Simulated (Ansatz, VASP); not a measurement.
## One calculation of WCl, two programs

```
W Cl
1.0
     1.38904   -2.67535    0.00000
     1.38904    2.67535    0.00000
     0.00000    0.00000    4.52650
W Cl
1 1
Direct
  0.00000 0.00000 0.00000
  0.50000 0.50000 0.50000
```

Change from the starting cell: species swapped into the VMo type (Cmmm, No. 65).

Alike in both runs: functional PBE; k mesh 7 × 7 × 4; occupations gaussian, width 0.2 eV; no spin polarisation.

Ansatz relaxed the structure, and its values are those at the end. VASP's run is a single point on that final structure, the one shown.

```csv
,VASP,Ansatz
version,VASP 6.6.1,Ansatz 0.2.0
potentials or method,"VASP PAW PBE potentials, release 64 (W_sv, Cl), cutoff 500 eV","scalar-relativistic, plane waves, PAW"
valence electrons in the cell,21,21
```

Ansatz gave:

- gap on the k mesh at the Fermi level (eV): none
- pressure (GPa): 0.1

Which values does VASP return?

gap on the k mesh at the Fermi level (eV): none; pressure (GPa): 0.3.

A gap of «none» marks a metal or a gap that the smearing closes. With one functional, cell and mesh, what is left measures potentials, basis and numerics.

The k mesh is coarse, so the values compare programs but aren't converged. Spin-orbit coupling is off throughout.
